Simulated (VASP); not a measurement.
Runs of VASP 6.6.1 on Ti. The structure is that of space group P6_3/mmc (No. 194), or close to it. The cells are those of the table. 

| task | cell | k mesh | cutoff (eV) | smearing | gap on the mesh (eV) | pressure (GPa) |
| --- | --- | --- | --- | --- | --- | --- |
| single point | a = 2.938, b = 2.938, c = 4.653 Å, angles 90.9, 88.3, 120.0°, 2 atoms | 24 × 24 × 12 | 520 | gaussian 0.1 eV | none | -0.6 |
| relaxation of cell and atoms | relaxed from a = 2.950, b = 2.950, c = 4.686 Å, angles 90.0, 90.0, 120.0°, 2 atoms | 18 × 18 × 10 | 600 | gaussian 0.1 eV | none | 0.0 |
| single point | a = 2.880, b = 2.880, c = 4.706 Å, angles 90.0, 90.0, 120.0°, 2 atoms | 24 × 24 × 12 | 520 | gaussian 0.1 eV | none | (b) |
| single point | a = 2.909, b = 2.909, c = 4.679 Å, angles 90.0, 90.0, 120.0°, 2 atoms | 24 × 24 × 12 | 520 | gaussian 0.1 eV | none | 1.3 |
| single point | a = 2.909, b = 2.909, c = 4.688 Å, angles 90.0, 90.0, 120.0°, 2 atoms | 24 × 24 × 12 | 520 | gaussian 0.1 eV | none | 1.1 |
| single point | a = 2.850, b = 2.850, c = 4.770 Å, angles 90.0, 90.0, 120.0°, 2 atoms | 24 × 24 × 12 | 520 | gaussian 0.1 eV | none | 3.8 |
| relaxation of shape and atoms at fixed volume | relaxed from a = 2.960, b = 2.960, c = 4.695 Å, angles 90.0, 90.0, 120.0°, 2 atoms | 18 × 18 × 10 | 600 | fermi-dirac 0.15 eV | none | -2.3 |
| single point | a = 2.938, b = 2.938, c = 4.651 Å, angles 90.0, 90.0, 120.0°, 2 atoms | 18 × 18 × 10 | 520 | gaussian 0.1 eV | none | -0.6 |
| single point | a = 2.850, b = 2.850, c = 4.734 Å, angles 90.0, 90.0, 120.0°, 2 atoms | 24 × 24 × 12 | 520 | gaussian 0.1 eV | none | 4.8 |
| single point | a = 2.880, b = 2.880, c = 4.729 Å, angles 90.0, 90.0, 120.0°, 2 atoms | 24 × 24 × 12 | 520 | gaussian 0.1 eV | none | (a) |

Alike in all rows: level PBE; potentials or basis VASP PAW PBE potentials, release 64 (Ti_sv); no spin polarisation.

Q: Estimate the missing entries.

A: (a) 2.4; (b) 2.9.

Caveats: the cell stands under pressure (at least some runs).

A gap of «none» marks levels without a gap at the run's occupations.
